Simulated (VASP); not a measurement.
A run of VASP 6.6.1 is set up as follows.

File POSCAR:

```
SiC
1.0
    3.0753709259      0.0000000000      0.0000000000
    0.0000000000      5.0482949067      0.0000000000
    0.0000000000      0.0000000000     19.5511000000
Si C
4 4
Direct
    0.0000000000      0.5621008580      0.4091833076
    0.5000000000      0.0621008580      0.4545916541
    0.5000000000      0.5621008580      0.5454083459
    0.0000000000      0.0621008580      0.5908166924
    0.0000000000      0.9378991420      0.4091833076
    0.5000000000      0.4378991420      0.4545916541
    0.5000000000      0.9378991420      0.5454083459
    0.0000000000      0.4378991420      0.5908166924
```

INCAR.step1

```
SYSTEM = SiC
PREC = Accurate
ENCUT = 520
ISMEAR = -1
SIGMA = 0.02
LREAL = .False.
LASPH = .True.
NELM = 80
LDIPOL = .True.
IDIPOL = 3
DIPOL = 0.5 0.5 0.500
GGA = PE
ALGO = Normal
EDIFF = 1E-4
LWAVE = .True.
LCHARG = .False.
LUSENCCL = .False.
```

INCAR.step2

```
SYSTEM = SiC
PREC = Accurate
ENCUT = 520
EDIFF = 1E-6
ISMEAR = -1
SIGMA = 0.02
LREAL = .False.
LASPH = .True.
NELM = 80
ALGO = Normal
ISIF = 2
LWAVE = .False.
LCHARG = .False.
LDIPOL = .True.
IDIPOL = 3
DIPOL = 0.5 0.5 0.500
METAGGA = R2SCAN
LMIXTAU = .True.
IBRION = 2
NSW = 60
EDIFFG = -0.01
ISTART = 1
LUSENCCL = .False.
```

Contents of KPOINTS:

```
regular mesh
0
Gamma
  8 5 1
  0 0 0
```

Potentials or basis: VASP PAW PBE potentials, release 64 (Si, C).

Run with:

```console
$ cat potpaw_PBE.64/Si/POTCAR potpaw_PBE.64/C/POTCAR > POTCAR
$ cp INCAR.step1 INCAR
$ mpirun -np 1 vasp_std > vasp.out
$ cp INCAR.step2 INCAR
$ mpirun -np 1 vasp_std > vasp.out
```

Predict the energy gained by relaxing.

212.6 meV/atom.

Estimate the band gap on the k mesh.

1.53 eV (least direct gap 2.33 eV).

The path:
```tsv
step	energy change (eV)	largest force (eV/Å)	pressure (GPa)
1	0.0000	3.3676	-2.28
2	-1.3413	2.3594	0.31
3	-1.3417	2.2978	0.25
4	-1.5901	1.2611	1.26
5	-1.6070	0.9495	1.01
6	-1.6680	0.4735	1.82
7	-1.6739	0.3683	1.63
8	-1.6869	0.2673	1.74
9	-1.6897	0.2966	1.83
10	-1.6977	0.1002	1.79
11	-1.6983	0.1084	1.78
12	-1.6996	0.0809	1.74
13	-1.6997	0.1058	1.73
14	-1.7003	0.0499	1.64
15	-1.7003	0.0438	1.65
16	-1.7004	0.0278	1.62
17	-1.7004	0.0273	1.62
18	-1.7005	0.0161	1.61
19	-1.7005	0.0107	1.60
20	-1.7005	0.0096	1.60
```

Caveat: the PAW data sets were made with another functional, which shifts forces and pressure a little.
